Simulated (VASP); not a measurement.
# BaZrO3 (Pm-3m) in VASP: a series of runs, part 2 of 2

VASP 6.6.1. The steps go on from the part before.

### 3 Relaxation of cell and atoms, PBE, target pressure 2 GPa, at which the enthalpy is minimised

File INCAR:

```
ALGO     = Normal         # electronic algorithm
EDIFF    = 1E-7           # SCF threshold, eV
EDIFFG   = -0.01          # ionic threshold
ENCUT    = 600            # plane-wave cutoff, eV
GGA      = PE             # functional
IBRION   = 2              # ionic algorithm
ISIF     = 3              # what is computed and relaxed
ISMEAR   = 0              # smearing method
LASPH    = T              # aspherical terms in the spheres
LCHARG   = F              # write CHGCAR
LREAL    = F              # projectors in reciprocal space
LWAVE    = F              # write WAVECAR
NELM     = 60             # most SCF steps
NSW      = 100            # ionic steps
PREC     = Accurate       # precision mode
PSTRESS  = 20.0         
SIGMA    = 0.01           # smearing width, eV
```

File KPOINTS:

```
k-points
0
Gamma
  6 6 6
```

File POSCAR:

```
BaZrO3
1.0
    4.1913400000      0.0000000000      0.0000000000
    0.0000000000      4.1913400000      0.0000000000
    0.0000000000      0.0000000000      4.1913400000
Ba Zr O
1 1 3
Direct
    0.0000000000      0.0000000000      0.0000000000
    0.5000000000      0.5000000000      0.5000000000
    0.0000000000      0.5000000000      0.5000000000
    0.5000000000      0.0000000000      0.5000000000
    0.5000000000      0.5000000000      0.0000000000
```

Potentials or basis: VASP PAW PBE potentials, release 64 (Ba_sv, Zr_sv, O).

Launch:

```bash
$ cat potpaw_PBE.64/Ba_sv/POTCAR potpaw_PBE.64/Zr_sv/POTCAR potpaw_PBE.64/O/POTCAR > POTCAR
$ mpirun -np 1 vasp_std > vasp.out
```

It took 2.5 min on 1 thread of Intel Xeon 6975P-C, shared host; peak memory 0.24 GiB.

It converged, with:

```
Free energy                                            : -41.7224 eV
Relaxed volume                                         : 14.99 Å³/atom
Relaxed cell                                           : a = 4.217 Å, b = 4.217 Å, c = 4.217 Å, α = 90.00°, β = 90.00°, γ = 90.00°
Space group after relaxing (to 0.05 Å)                 : Pm-3m (No. 221)
Energy change on relaxing (the enthalpy is what falls) : -5.7 meV/atom
Ionic steps                                            : 3
Pressure after relaxing                                : 2.0 GPa
Band gap on the k mesh                                 : 3.15 eV, indirect (least direct gap 3.39 eV)
```

Step by step:
| step | energy change (eV) | largest force (eV/Å) | pressure (GPa) | volume (Å³) |
| --- | --- | --- | --- | --- |
| 1 | 0.0000 | 0.0000 | 4.94 | 73.63 |
| 2 | -0.0325 | 0.0000 | -1.17 | 76.55 |
| 3 | -0.0287 | 0.0000 | 1.99 | 74.97 |

Final structure:
```
CELL_PARAMETERS angstrom
4.21654 0.00000 0.00000
0.00000 4.21654 0.00000
0.00000 0.00000 4.21654
ATOMIC_POSITIONS crystal
Ba 0.00000 0.00000 0.00000
Zr 0.50000 0.50000 0.50000
O 0.00000 0.50000 0.50000
O 0.50000 0.00000 0.50000
O 0.50000 0.50000 0.00000
```

Levels at points of the mesh, in eV from the valence-band top:
| k point | band 18 | band 19 | band 20 | band 21 | band 22 | band 23 |
| --- | --- | --- | --- | --- | --- | --- |
| (0.00, 0.00, 0.00) | -0.24 | -0.24 | -0.24 | 3.15 | 3.15 | 3.15 |
| (0.50, 0.00, 0.00) | -1.63 | -0.48 | -0.48 | 3.58 | 5.59 | 5.59 |
| (0.50, 0.50, 0.00) | -0.93 | -0.83 | -0.07 | 5.56 | 5.56 | 6.35 |
| (0.50, 0.50, 0.50) | 0.00 | 0.00 | 0.00 | 5.91 | 5.91 | 5.91 |

Caveat: the cell is relaxed towards a set pressure, so the enthalpy falls and the energy may rise; spin-orbit coupling is left out, which moves the levels of the heavy elements. A k mesh can miss the band edges.

### 4 Relaxation of cell and atoms, PBE, target pressure 4 GPa, at which the enthalpy is minimised

File INCAR:

```
  PREC = Accurate
  ENCUT = 600
  EDIFF = 1E-7
  ISMEAR = 0
  SIGMA = 0.01
  LREAL = False
  LASPH = True
  NELM = 60
  ALGO = Normal
  ISIF = 3
  LWAVE = False
  LCHARG = False
  GGA = PE
  IBRION = 2
  NSW = 100
  EDIFFG = -0.01
  PSTRESS = 40.0
```

File KPOINTS:

```
Automatic mesh
0
Gamma
  6 6 6
```

POSCAR is that of step 3.

Launch:

```bash
$ cat potpaw_PBE.64/Ba_sv/POTCAR potpaw_PBE.64/Zr_sv/POTCAR potpaw_PBE.64/O/POTCAR > POTCAR
$ mpirun -np 1 vasp_std > vasp.out
```

Wall time 2.3 min (1 thread of Intel Xeon 6975P-C, shared host); peak memory 0.24 GiB.

Results (log left out):

```yaml
Free_energy: -41.7052 eV
Relaxed_volume: 14.81 Å³/atom
Relaxed_cell: a = 4.199 Å, b = 4.199 Å, c = 4.199 Å, α = 90.00°, β = 90.00°, γ = 90.00°
Space_group_after_relaxing_to_0.05_Å: Pm-3m (No. 221)
Energy_change_on_relaxing_the_enthalpy_is_what_falls: -2.3 meV/atom
Ionic_steps: 3
Pressure_after_relaxing: 4.0 GPa
Band_gap_on_the_k_mesh: 3.18 eV, indirect (least direct gap 3.41 eV)
```

The path:
| step | energy change (eV) | largest force (eV/Å) | pressure (GPa) | volume (Å³) |
| --- | --- | --- | --- | --- |
| 1 | 0.0000 | 0.0000 | 4.94 | 73.63 |
| 2 | -0.0225 | 0.0000 | 2.86 | 74.56 |
| 3 | -0.0115 | 0.0000 | 4.01 | 74.04 |

Final structure:
```
CELL_PARAMETERS angstrom
4.19915 0.00000 0.00000
0.00000 4.19915 0.00000
0.00000 0.00000 4.19915
ATOMIC_POSITIONS crystal
Ba 0.00000 0.00000 0.00000
Zr 0.50000 0.50000 0.50000
O 0.00000 0.50000 0.50000
O 0.50000 0.00000 0.50000
O 0.50000 0.50000 0.00000
```

Levels at points of the mesh, in eV from the valence-band top:
| k point | band 17 | band 18 | band 19 | band 20 | band 21 | band 22 | band 23 | band 24 |
| --- | --- | --- | --- | --- | --- | --- | --- | --- |
| (0.00, 0.00, 0.00) | -0.98 | -0.23 | -0.23 | -0.23 | 3.18 | 3.18 | 3.18 | 4.65 |
| (0.50, 0.00, 0.00) | -1.72 | -1.67 | -0.46 | -0.46 | 3.62 | 5.67 | 5.67 | 6.41 |
| (0.50, 0.50, 0.00) | -0.93 | -0.93 | -0.80 | -0.08 | 5.64 | 5.64 | 6.43 | 6.46 |
| (0.50, 0.50, 0.50) | -2.54 | 0.00 | 0.00 | 0.00 | 5.96 | 5.96 | 5.96 | 6.95 |

Caveat: the cell is relaxed towards a set pressure, so the enthalpy falls and the energy may rise; spin-orbit coupling is left out, which moves the levels of the heavy elements.

### 5 Relaxation of cell and atoms, PBE, target pressure 6 GPa, at which the enthalpy is minimised

File INCAR:

```
SYSTEM = BaZrO3
  ALGO = Normal
  EDIFF = 1E-6
  EDIFFG = -0.01
  ENCUT = 600
  GGA = PE
  IBRION = 2
  ISIF = 3
  ISMEAR = 0
  LASPH = .TRUE.
  LCHARG = .FALSE.
  LREAL = .FALSE.
  LWAVE = .FALSE.
  NELM = 100
  NSW = 100
  PREC = Accurate
  PSTRESS = 60.0
  SIGMA = 0.01
```

File KPOINTS:

```
k-points
0
G
  6 6 6
  0 0 0
```

POSCAR is that of step 4.

Launch:

```bash
$ cat potpaw_PBE.64/Ba_sv/POTCAR potpaw_PBE.64/Zr_sv/POTCAR potpaw_PBE.64/O/POTCAR > POTCAR
$ mpirun -np 1 vasp_std > vasp.out
```

Wall time 2.2 min (1 thread of Intel Xeon 6975P-C, shared host); peak memory 0.24 GiB.

Results (log left out):

* Free energy: -41.6783 eV
* Relaxed volume: 14.64 Å³/atom
* Relaxed cell: a = 4.183 Å, b = 4.183 Å, c = 4.183 Å, α = 90.00°, β = 90.00°, γ = 90.00°
* Space group after relaxing (to 0.05 Å): Pm-3m (No. 221)
* Energy change on relaxing (the enthalpy is what falls): +3.1 meV/atom
* Ionic steps: 3
* Pressure after relaxing: 6.0 GPa
* Band gap on the k mesh: 3.20 eV, indirect (least direct gap 3.42 eV)

The path:
```
step  energy change (eV)  largest force (eV/Å)  pressure (GPa)  volume (Å³)
   1              0.0000                0.0000            4.94        73.63
   2              0.0400                0.0000            7.45        72.59
   3              0.0153                0.0000            6.00        73.18
```

Final structure:
```xyz
5
Lattice="4.1828 0.0000 0.0000 0.0000 4.1828 0.0000 0.0000 0.0000 4.1828" Properties=species:S:1:pos:R:3 pbc="T T T"
Ba    0.0000    0.0000    0.0000
Zr    2.0914    2.0914    2.0914
O     0.0000    2.0914    2.0914
O     2.0914    0.0000    2.0914
O     2.0914    2.0914    0.0000
```

Levels at points of the mesh, in eV from the valence-band top:
| k point | band 17 | band 18 | band 19 | band 20 | band 21 | band 22 | band 23 | band 24 |
| --- | --- | --- | --- | --- | --- | --- | --- | --- |
| (0.00, 0.00, 0.00) | -0.99 | -0.22 | -0.22 | -0.22 | 3.20 | 3.20 | 3.20 | 4.66 |
| (0.50, 0.00, 0.00) | -1.74 | -1.70 | -0.44 | -0.44 | 3.66 | 5.75 | 5.75 | 6.46 |
| (0.50, 0.50, 0.00) | -0.93 | -0.93 | -0.77 | -0.08 | 5.72 | 5.72 | 6.50 | 6.54 |
| (0.50, 0.50, 0.50) | -2.54 | 0.00 | 0.00 | 0.00 | 6.01 | 6.01 | 6.01 | 7.05 |

Caveat: the cell is relaxed towards a set pressure, so the enthalpy falls and the energy may rise; spin-orbit coupling is left out, which moves the levels of the heavy elements. A k mesh can miss the band edges.

### 6 Relaxation of cell and atoms, PBE, target pressure 8 GPa, at which the enthalpy is minimised

File INCAR:

```
PREC = Accurate
ENCUT = 600
EDIFF = 1E-6
ISMEAR = 0
SIGMA = 0.01
LREAL = F
LASPH = T
NELM = 100
ALGO = Normal
ISIF = 3
LWAVE = F
LCHARG = F
GGA = PE
IBRION = 2
NSW = 100
EDIFFG = -0.01
PSTRESS = 80.0
```

File KPOINTS:

```
Automatic mesh
0
Gamma
  6 6 6
```

POSCAR is that of step 5.

Potentials or basis: VASP PAW PBE potentials, release 64 (Ba_sv, Zr_sv, O).

Launch:

```bash
$ cat potpaw_PBE.64/Ba_sv/POTCAR potpaw_PBE.64/Zr_sv/POTCAR potpaw_PBE.64/O/POTCAR > POTCAR
$ mpirun -np 1 vasp_std > vasp.out
```

It took 2.9 min on 1 thread of Intel Xeon 6975P-C, shared host; peak memory 0.25 GiB.

It converged, with:

```yaml
Free_energy: -41.6432 eV
Relaxed_volume: 14.47 Å³/atom
Relaxed_cell: a = 4.167 Å, b = 4.167 Å, c = 4.167 Å, α = 90.00°, β = 90.00°, γ = 90.00°
Space_group_after_relaxing_to_0.05_Å: Pm-3m (No. 221)
Energy_change_on_relaxing_the_enthalpy_is_what_falls: +10.1 meV/atom
Ionic_steps: 3
Pressure_after_relaxing: 8.0 GPa
Band_gap_on_the_k_mesh: 3.23 eV, indirect (least direct gap 3.43 eV)
```

The path:
| step | energy change (eV) | largest force (eV/Å) | pressure (GPa) | volume (Å³) |
| --- | --- | --- | --- | --- |
| 1 | 0.0000 | 0.0000 | 4.94 | 73.63 |
| 2 | 0.1595 | 0.0000 | 12.63 | 70.67 |
| 3 | 0.0505 | 0.0000 | 7.98 | 72.37 |

Final structure:
```
Ba Zr O
1.0
     4.16737    0.00000    0.00000
     0.00000    4.16737    0.00000
     0.00000    0.00000    4.16737
Ba Zr O
1 1 3
Direct
  0.00000 0.00000 0.00000
  0.50000 0.50000 0.50000
  0.00000 0.50000 0.50000
  0.50000 0.00000 0.50000
  0.50000 0.50000 0.00000
```

Levels at points of the mesh, in eV from the valence-band top:
```tsv
k point	band 16	band 17	band 18	band 19	band 20	band 21	band 22	band 23	band 24
(0.00, 0.00, 0.00)	-1.01	-1.01	-0.20	-0.20	-0.20	3.23	3.23	3.23	4.68
(0.50, 0.00, 0.00)	-1.76	-1.76	-1.73	-0.43	-0.43	3.69	5.83	5.83	6.50
(0.50, 0.50, 0.00)	-2.46	-0.93	-0.93	-0.74	-0.08	5.79	5.79	6.56	6.60
(0.50, 0.50, 0.50)	-2.55	-2.55	0.00	0.00	0.00	6.05	6.05	6.05	7.15
```

Caveat: the cell is relaxed towards a set pressure, so the enthalpy falls and the energy may rise; spin-orbit coupling is left out, which moves the levels of the heavy elements.

### 7 Summary

| cell | gap on the mesh (eV) | pressure (GPa) |
| --- | --- | --- |
| relaxed | 3.12 | 0.0 |
| relaxed to 2 GPa | 3.15 | 2.0 |
| relaxed to 4 GPa | 3.18 | 4.0 |
| relaxed to 6 GPa | 3.20 | 6.0 |
| relaxed to 8 GPa | 3.23 | 8.0 |

Alike in all rows: task relaxation of cell and atoms; level PBE; potentials or basis VASP PAW PBE potentials, release 64 (Ba_sv, Zr_sv, O); no spin polarisation; k mesh 6 × 6 × 6; cutoff (eV) 600; smearing gaussian 0.01 eV.

Caveats: spin-orbit coupling is left out, which moves the levels of the heavy elements; the cell is relaxed towards a set pressure, so the enthalpy falls and the energy may rise (some runs).

Total energies depend on the potentials used, so only differences within one code and one set of settings carry meaning.
